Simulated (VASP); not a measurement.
Crystal: P.

```
P
1.0
     4.40397    0.00000    0.00000
     0.00000    4.40397    0.00000
     0.00000    0.00000    2.05736
P
3
Direct
  0.00000 0.00000 0.00000
  0.00000 0.50000 0.00000
  0.50000 0.00000 0.00000
```

```yaml
Program: VASP 6.6.1
Task: relaxation of cell and atoms
Functional: PBE
Potentials_or_basis: VASP PAW PBE potentials, release 64 (P)
Cutoff: 600 eV
k_mesh: 4 × 4 × 8
Occupations: gaussian, width 0.1 eV
Spin: no spin polarisation
```

At the start: pressure 49.5 GPa; volume 13.30 Å³/atom.

**Question.** Where does the relaxation end?

**Answer.** Over 7 steps the energy falls by 521.1 meV/atom and the volume is 17.66 Å³/atom (+32.8 %); space group P4/mmm (No. 123, to 0.05 Å).

The path:
```
step  energy change (eV)  largest force (eV/Å)  pressure (GPa)  volume (Å³)
   1              0.0000                0.0000           49.52        39.90
   2             -0.5563                0.0000          -12.46        68.25
   3             -1.4973                0.0000            0.13        52.19
   4             -1.4998                0.0000            0.61        51.79
   5             -1.5014                0.0000            1.62        51.03
   6             -1.5580                0.0000            0.18        52.45
   7             -1.5632                0.0000            0.04        52.98
```

Final structure:
```cif
data_structure
_symmetry_space_group_name_H-M 'P 1'
_symmetry_Int_Tables_number 1
_cell_length_a 4.8212
_cell_length_b 4.8212
_cell_length_c 2.2790
_cell_angle_alpha 90.000
_cell_angle_beta 90.000
_cell_angle_gamma 90.000
_cell_volume 52.98
loop_
_atom_site_label
_atom_site_type_symbol
_atom_site_fract_x
_atom_site_fract_y
_atom_site_fract_z
_atom_site_occupancy
P1 P 0.00000 0.00000 0.00000 1
P2 P 0.00000 0.50000 0.00000 1
P3 P 0.50000 0.00000 0.00000 1
```

Caveat: the k points lie up to 0.34 Å⁻¹ apart in the final cell; the volume moved by over 15 % at a fixed basis, so the end points are rough.
